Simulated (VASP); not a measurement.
Runs of VASP 6.6.1 on S. The structure is that of space group I4/mmm (No. 139), or close to it. The cells are those of the table. 

```tsv
cell	gap on the mesh (eV)	pressure (GPa)
a = 3.077, b = 3.077, c = 2.513 Å, angles 65.9, 65.9, 48.2°, 1 atom	none	-3.3
a = 2.748, b = 2.748, c = 3.064 Å, angles 56.1, 56.1, 67.8°, 1 atom	none	-5.3
a = 2.746, b = 2.746, c = 3.256 Å, angles 53.6, 53.6, 72.7°, 1 atom	none	-5.3
a = 2.763, b = 2.763, c = 2.977 Å, angles 57.4, 57.4, 65.2°, 1 atom	none	-5.2
a = 2.932, b = 2.932, c = 2.654 Å, angles 63.1, 63.1, 53.8°, 1 atom	none	(b)
a = 2.786, b = 2.786, c = 2.900 Å, angles 58.6, 58.6, 62.7°, 1 atom	none	-5.0
a = 2.997, b = 2.997, c = 2.584 Å, angles 64.5, 64.5, 51.1°, 1 atom	none	-4.3
a = 2.872, b = 2.872, c = 2.732 Å, angles 61.6, 61.6, 56.8°, 1 atom	none	(a)
```

Alike in all rows: task single point; level PBEsol; potentials or basis VASP PAW PBE potentials, release 64 (S); no spin polarisation; k mesh 22 × 22 × 22; cutoff (eV) 520; smearing gaussian 0.15 eV.

Task: Fill in the values left out.

Result: (a) -5.1; (b) -4.9.

Caveats: the PAW data sets were made with another functional, which shifts forces and pressure a little.

A gap of «none» marks levels without a gap at the run's occupations.
